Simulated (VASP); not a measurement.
# Sb: single point with HSE06

Crystal: Sb.

```
CELL_PARAMETERS angstrom
3.08020 0.00000 0.00000
0.00000 4.28876 0.00000
-0.03839 0.00000 4.34631
ATOMIC_POSITIONS crystal
Sb 0.01139 0.25000 0.24117
Sb 0.98861 0.75000 0.75883
```

| Property | Result |
| --- | --- |
| Program | VASP 6.6.1 |
| Task | single point |
| Functional | HSE06 |
| Potentials or basis | VASP PAW PBE potentials, release 64 (Sb_d_GW) |
| Cutoff | 400 eV |
| k mesh | 6 × 4 × 4 |
| Occupations | fermi-dirac, width 0.05 eV |
| Spin | no spin polarisation |
| Dipole correction | no |
| Grid for exact exchange (PRECFOCK) | Normal |
| Further INCAR settings | ALGO = Normal; EDIFF = 1e-06; NBANDS = 22 |
| Share of exact exchange | 0.25 |
| Screening parameter | 0.2079 1/Å |

```json
{
  "Pressure": "0.7 GPa",
  "Largest force": "0.051 eV/Å",
  "Band gap on the k mesh": "zero (bands 15 and 16 overlap by 10.26 eV)"
}
```

Forces in eV/Å, atoms in the order of the input:
```
Sb  -0.039  0.000  0.032
Sb   0.039  0.000 -0.032
```

Stress tensor (GPa, compression positive):
```
-3.86  0.00 -0.07
 0.00  3.08  0.00
-0.07  0.00  2.99
```

Levels at points of the mesh, in eV from the Fermi level:
```tsv
k point	band 12	band 13	band 14	band 15	band 16	band 17	band 18	band 19
(0.00, 0.00, 0.00)	-8.04	-4.30	-4.15	2.22	3.72	3.92	4.05	7.52
(0.50, 0.00, 0.00)	-6.64	-4.55	-2.15	-1.98	-1.91	5.00	5.24	5.31
(0.00, 0.50, 0.00)	-12.10	-1.75	-1.75	-0.93	-0.93	5.65	5.65	9.07
(0.50, 0.50, 0.00)	-9.21	-4.71	-4.71	0.54	0.54	1.93	1.93	6.06
(0.00, 0.00, 0.50)	-11.89	-1.89	-1.23	-0.93	-0.81	5.41	5.83	8.66
(0.50, 0.00, 0.50)	-8.99	-4.91	-4.56	0.35	1.10	1.99	2.05	6.03
(0.00, 0.50, 0.50)	-11.25	-6.66	-6.66	6.05	6.05	6.33	6.33	10.29
(0.50, 0.50, 0.50)	-8.20	-4.32	-4.32	-4.21	-4.21	2.27	2.27	8.67
```

Run time: 46 min on 1 thread of Intel(R) Xeon(R) 6975P-C (Granite Rapids), with other jobs on the host, peak memory 0.29 GiB.

Caveat: the k points lie up to 0.37 Å⁻¹ apart, too coarse for converged energies and pressures of a metal; the PAW data sets were made with another functional, which shifts forces and pressure a little; spin-orbit coupling is left out, which moves the levels of the heavy elements.
